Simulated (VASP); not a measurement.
Here is a VASP 6.6.1 calculation.

INCAR

```
SYSTEM = MgO
PREC     = Accurate       ! precision mode
ENCUT    = 600            ! plane-wave cutoff, eV
EDIFF    = 1E-6           ! SCF threshold, eV
ISMEAR   = 0              ! smearing method
SIGMA    = 0.02           ! smearing width, eV
LREAL    = .FALSE.        ! projectors in reciprocal space
LASPH    = .TRUE.         ! aspherical terms in the spheres
NELM     = 120            ! most SCF steps
ALGO     = Normal         ! electronic algorithm
ISIF     = 2              ! what is computed and relaxed
LWAVE    = .FALSE.        ! write WAVECAR
LCHARG   = .FALSE.        ! write CHGCAR
GGA      = PE             ! functional
NBANDS   = 11             ! bands
GGA_COMPAT= .FALSE.
```

KPOINTS

```
Automatic mesh
0
G
  10 10 10
  0 0 0
```

The input POSCAR:

```
MgO
1.0
    2.6596913889      0.0000000000      0.0000000000
    0.0000000000      2.6596913889      0.0000000000
    0.0000000000      0.0000000000      2.6596913889
Mg O
1 1
Direct
    0.0000000000      0.0000000000      0.0000000000
    0.5000000000      0.5000000000      0.5000000000
```

Potentials or basis: VASP PAW PBE potentials, release 64 (Mg, O).

Run with:

```bash
$ cat potpaw_PBE.64/Mg/POTCAR potpaw_PBE.64/O/POTCAR > POTCAR
$ mpirun -np 1 vasp_std > vasp.out
```

(1) Predict the band gap on the k mesh.

(2) What does it give for the pressure?

## Answers

(1) 2.25 eV, indirect (least direct gap 3.22 eV).

(2) -0.9 GPa.
